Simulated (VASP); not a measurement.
Runs of VASP 6.6.1 on Ta. The structure is that of space group Im-3m (No. 229), or close to it. The cells are those of the table. 

```tsv
cell	gap on the mesh (eV)	pressure (GPa)
a = 2.801, b = 2.801, c = 2.920 Å, angles 109.5, 109.5, 107.7°, 1 atom	none	1.6
a = 2.848, b = 2.848, c = 2.872 Å, angles 109.5, 109.5, 109.1°, 1 atom	none	(a)
a = 2.908, b = 2.908, c = 2.813 Å, angles 109.5, 109.5, 110.8°, 1 atom	none	(b)
a = 2.836, b = 2.836, c = 2.884 Å, angles 109.5, 109.5, 108.8°, 1 atom	none	1.2
a = 2.824, b = 2.824, c = 2.896 Å, angles 109.5, 109.5, 108.4°, 1 atom	none	1.3
```

Alike in all rows: task single point; level r2SCAN; potentials or basis VASP PAW PBE potentials, release 64 (Ta_pv); no spin polarisation; k mesh 20 × 20 × 20; cutoff (eV) 520; smearing gaussian 0.15 eV.

**Question.** Fill in the values left out.

**Answer.** (a) 1.1; (b) 1.5.

Caveats: the PAW data sets were made with another functional, which shifts forces and pressure a little; spin-orbit coupling is left out, which moves the levels of the heavy elements.

A k mesh can miss the band edges, and the runs leave out spin-orbit coupling on Ta.

A gap of «none» marks levels without a gap at the run's occupations.
